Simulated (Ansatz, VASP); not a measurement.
**One calculation of Ag, two programs**

The input INCAR:

```
SYSTEM = Ag
PREC = Accurate
ENCUT = 520
EDIFF = 1E-6
ISMEAR = 0
SIGMA = 0.15
LREAL = .False.
LASPH = .True.
NELM = 80
ALGO = Normal
ISIF = 2
LWAVE = .False.
LCHARG = .False.
GGA = PS
NBANDS = 12
```

KPOINTS

```
regular mesh
0
Gamma
  20 20 20
  0 0 0
```

POSCAR

```
Ag
1.0
    0.0000000000      1.9818070000      2.0737465000
    1.9818070000      0.0000000000      2.0737465000
    1.9818070000      1.9818070000      0.0000000000
Ag
1
Direct
    0.0000000000      0.0000000000      0.0000000000
```

Input for Ansatz:

```yaml
crystal:
  lattice:
    - [0.0, 1.981807, 2.0737465]
    - [1.981807, 0.0, 2.0737465]
    - [1.981807, 1.981807, 0.0]
  atoms:
    - { symbol: Ag, position: [0.0, 0.0, 0.0] }
basis:
  ecutwfc: 420
kpoints:
  mp_grid: { grid: [20, 20, 20] }
hamiltonian:
  xc: pbesol
scf:
  occupations: { method: gaussian, width: 0.15 }
output:
  forces: true
  stress: true
  eigenvalues: true
```

Change from the starting cell: strain -0.030 along x and y, +0.015 along z, atoms carried along.

Alike in both runs: task single point; functional PBEsol; k mesh 20 × 20 × 20; occupations gaussian, width 0.15 eV; no spin polarisation.

```csv
,VASP,Ansatz
version,VASP 6.6.1,Ansatz 0.2.0
potentials or method,"VASP PAW PBE potentials, release 64 (Ag), cutoff 520 eV","scalar-relativistic, plane waves, PAW"
valence electrons in the cell,11,19
```

|  | VASP | Ansatz | Ansatz less VASP |
| --- | --- | --- | --- |
| gap on the k mesh at the Fermi level (eV) | none | none | - |
| pressure (GPa) | 2.7 | 2.9 | +0.27 |
| traceless stress, the component that is largest in VASP (GPa) | -1.58 | -1.59 | -0.008 |

VASP's potentials were made for PBE, not for PBEsol. A gap of «none» marks a metal or a gap that the smearing closes. The functional is the same, so the differences come from potentials, cutoffs and numerics. VASP's potentials hold 11 valence electrons a cell and Ansatz's 19, so a difference there can come from the potentials and not from the codes.
